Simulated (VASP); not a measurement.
## Se: single point with PBE

Se:

```
Se
1.0
     4.39512    0.00000    0.00000
    -2.19756    3.80628    0.00000
     0.00000    0.00000    4.98641
Se
3
Direct
  0.22540 0.00000 0.33333
  0.00000 0.22540 0.66667
  0.77460 0.77460 0.00000
```

```yaml
Program: VASP 6.6.1
Task: single point
Functional: PBE
Potentials_or_basis: VASP PAW PBE potentials, release 64 (Se)
Cutoff: 520 eV
k_mesh: 6 × 6 × 5
Occupations: fermi-dirac, width 0.03 eV
Spin: no spin polarisation
Dipole_correction: no
Further_INCAR_settings: ALGO = Normal; EDIFF = 1e-06; NBANDS = 16
```

```yaml
Pressure: 1.7 GPa
Largest_force: 0.227 eV/Å
Band_gap_on_the_k_mesh: 1.32 eV (least direct gap 1.47 eV)
```

Forces on the atoms (eV/Å):
```
Se   0.227  0.000  0.000
Se  -0.114  0.197  0.000
Se  -0.114 -0.197  0.000
```

Stress tensor (GPa, compression positive):
```
1.34 0.00 0.00
0.00 1.34 0.00
0.00 0.00 2.49
```

Levels at points of the mesh, in eV from the valence-band top:
| k point | band 6 | band 7 | band 8 | band 9 | band 10 | band 11 | band 12 | band 13 |
| --- | --- | --- | --- | --- | --- | --- | --- | --- |
| (0.00, 0.00, 0.00) | -3.56 | -1.87 | -1.87 | -0.29 | 1.96 | 1.96 | 2.27 | 6.23 |
| (0.50, 0.00, 0.00) | -3.25 | -2.72 | -1.63 | -0.86 | 2.02 | 2.41 | 4.12 | 5.44 |

Wall time 12 s on 1 thread of Intel(R) Xeon(R) 6975P-C (Granite Rapids) (shared host), peak memory 0.22 GiB.

Caveat: an odd mesh through Γ misses points on the zone boundary, where band edges can lie.
